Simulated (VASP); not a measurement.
Runs of VASP 6.6.1 on SiC. The structure is that of space group F-43m (No. 216), or close to it. The cells are those of the table. 

| cell | gap on the mesh (eV) | pressure (GPa) |
| --- | --- | --- |
| a = 3.197 Å, angles 60.0°, 2 atoms | 1.33 | -19.6 |
| a = 3.077, b = 3.077, c = 2.952 Å, angles 61.3, 61.3, 57.3°, 2 atoms | (a) | 11.7 |
| a = 2.891, b = 2.891, c = 2.952 Å, angles 59.3, 59.3, 61.4°, 2 atoms | (b) | 52.8 |
| a = 3.320 Å, angles 60.0°, 2 atoms | 1.40 | (c) |
| a = 3.014, b = 3.014, c = 3.075 Å, angles 59.3, 59.3, 61.3°, 2 atoms | 0.77 | 11.6 |

Alike in all rows: task single point; level PBEsol; potentials or basis VASP PAW PBE potentials, release 64 (Si, C); no spin polarisation; k mesh 12 × 12 × 12; cutoff (eV) 520; smearing gaussian 0.05 eV.

Problem. Fill in the values left out.

Solution. (a) 0.73; (b) 0.59; (c) -31.6.

Caveats: the PAW data sets were made with another functional, which shifts forces and pressure a little.

A k mesh can miss the band edges.
